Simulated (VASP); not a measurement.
Wanted: the native input for a VASP 6.6.1 run.

| Item | Value |
| --- | --- |
| Task | single point |
| Functional | PBE |
| Dispersion | D3(BJ) |
| Potentials or basis | VASP PAW PBE potentials, release 64 (W_sv, S) |
| Cutoff | 520 eV |
| k mesh | 12 × 12 × 2 |
| Occupations | gaussian, width 0.05 eV |
| Spin | no spin polarisation |
| Dipole correction | no |
| Further INCAR settings | ALGO = Normal; EDIFF = 1e-07; NBANDS = 20 |

The structure of WS2 lies in POSCAR:

```
WS2
1.0
    3.1597167055      0.0000000000      0.0000000000
   -1.5798583527      2.7363949357      0.0000000000
    0.0000000000      0.0000000000     16.9394647289
W S
1 2
Direct
    0.3333333333      0.6666666667      0.0000000000
    0.6666666667      0.3333333333      0.9069626068
    0.6666666667      0.3333333333      0.0930373932
```

One way to write it, as run:

INCAR

```
SYSTEM = WS2
ALGO = Normal ; EDIFF = 1E-7
ENCUT = 520 ; GGA = PE
ISIF = 2 ; ISMEAR = 0
IVDW = 12 ; LASPH = .True.
LCHARG = .True. ; LELF = .True.
LREAL = .False. ; LVHAR = .True.
LWAVE = .False. ; NBANDS = 20
NELM = 60 ; PREC = Accurate
SIGMA = 0.05
```

KPOINTS

```
k-points
0
Gamma
  12 12 2
  0 0 0
```

Potentials or basis: VASP PAW PBE potentials, release 64 (W_sv, S).

The run is started by

```sh
$ cat potpaw_PBE.64/W_sv/POTCAR potpaw_PBE.64/S/POTCAR > POTCAR
$ mpirun -np 1 vasp_std > vasp.out
```

Results of the run:

```json
{
 "Band gap on the k mesh": "1.92 eV",
 "Dispersion energy per atom": "-0.311 eV"
}
```

Caveat: there is no dipole correction, which matters where the two faces differ; spin-orbit coupling is left out, which moves the levels of the heavy elements.

Run time: 3.5 min on 1 thread of Intel(R) Xeon(R) Platinum 8375C CPU @ 2.90GHz (Ice Lake), on a shared host, peak memory 0.3 GiB.
